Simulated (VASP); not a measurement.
A run of VASP 6.6.1:

The input INCAR:

```
PREC = Accurate
ENCUT = 600
EDIFF = 1E-6
ISMEAR = 0
SIGMA = 0.1
LREAL = F
LASPH = T
NELM = 100
ALGO = Normal
ISIF = 3
LWAVE = F
LCHARG = F
GGA = PE
IBRION = 2
NSW = 100
EDIFFG = -0.01
```

File KPOINTS:

```
regular mesh
0
Gamma
  20 20 20
```

The input POSCAR:

```
Ge
1.0
    2.7104744361      0.0000000000      0.0000000000
    0.0000000000      2.7104744361      0.0000000000
    0.0000000000      0.0000000000      2.7104744361
Ge
1
Direct
    0.0000000000      0.0000000000      0.0000000000
```

Potentials or basis: VASP PAW PBE potentials, release 64 (Ge_d).

Command:

```console
$ cat potpaw_PBE.64/Ge_d/POTCAR > POTCAR
$ mpirun -np 1 vasp_std > vasp.out
```

Hardware: 1 thread of Intel(R) Xeon(R) 6975P-C (Granite Rapids), on a shared host.

**Question.** How long does it take, and how much memory?

**Answer.** Run time: 16 s on 1 thread of Intel(R) Xeon(R) 6975P-C (Granite Rapids), on a shared host, peak memory 0.19 GiB. Counts: scf iterations 10, k points 286, ion steps 1.
